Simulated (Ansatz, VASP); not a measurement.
## CdHg3Se4 in VASP and in Ansatz

```
CELL_PARAMETERS angstrom
6.24447 0.00000 0.00000
0.00000 6.24447 0.00000
0.00000 0.00000 6.24447
ATOMIC_POSITIONS crystal
Cd 0.00000 0.00000 0.00000
Hg 0.50000 0.00000 0.50000
Hg 0.50000 0.50000 0.00000
Hg 0.00000 0.50000 0.50000
Se 0.75150 0.24850 0.24850
Se 0.75150 0.75150 0.75150
Se 0.24850 0.24850 0.75150
Se 0.24850 0.75150 0.24850
```

Alike in both runs: functional PBE; k mesh 6 × 6 × 6; occupations gaussian, width 0.1 eV; no spin polarisation.

Ansatz relaxed the structure, and its values are those at the end. VASP's run is a single point on that final structure, the one shown.

|  | VASP | Ansatz |
| --- | --- | --- |
| version | VASP 6.6.1 | Ansatz 0.2.0 |
| potentials or method | VASP PAW PBE potentials, release 64 (Cd, Hg, Se), cutoff 520 eV | scalar-relativistic, plane waves, PAW |
| valence electrons in the cell | 72 | 144 |

VASP gave:

* gap on the k mesh at the Fermi level (eV): none
* pressure (GPa): 0.2

**Question.** What did Ansatz give for the same quantities?

**Answer.** gap on the k mesh at the Fermi level (eV): none; pressure (GPa): 0.0.

A gap of «none» marks a metal or a gap that the smearing closes. VASP's potentials hold 72 valence electrons a cell and Ansatz's 144, so a difference there can come from the potentials and not from the codes.

Spin-orbit coupling is off throughout.
